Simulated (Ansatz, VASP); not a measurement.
**BaHfO3: VASP beside Ansatz**

```
Ba Hf O
1.0
     4.15812    0.00000    0.00000
     0.00000    4.15812    0.00000
     0.00000    0.00000    4.15812
Ba Hf O
1 1 3
Direct
  0.00000 0.00000 0.00000
  0.50000 0.50000 0.50000
  0.50000 0.50000 0.00000
  0.00000 0.50000 0.50000
  0.50000 0.00000 0.50000
```

Alike in both runs: task single point; functional PBEsol; k mesh 6 × 6 × 6; occupations gaussian, width 0.02 eV; no spin polarisation.

```csv
,VASP,Ansatz
version,VASP 6.6.1,Ansatz 0.2.0
potentials or method,"VASP PAW PBE potentials, release 64 (Ba_sv, Hf_pv, O), cutoff 600 eV","scalar-relativistic, plane waves, PAW"
valence electrons in the cell,38,54
```

```csv
,VASP,Ansatz,Ansatz less VASP
gap on the k mesh at the Fermi level (eV),3.50,3.59,+0.088
least direct gap on the mesh (eV),3.70,3.67,-0.031
pressure (GPa),-0.6,0.0,+0.57
```

VASP's potentials were made for PBE, not for PBEsol, and Ansatz warns of the same on its side. With one functional, cell and mesh, what is left measures potentials, basis and numerics. VASP's potentials hold 38 valence electrons a cell and Ansatz's 54, so a difference there can come from the potentials and not from the codes.

Neither program's run includes spin-orbit coupling.
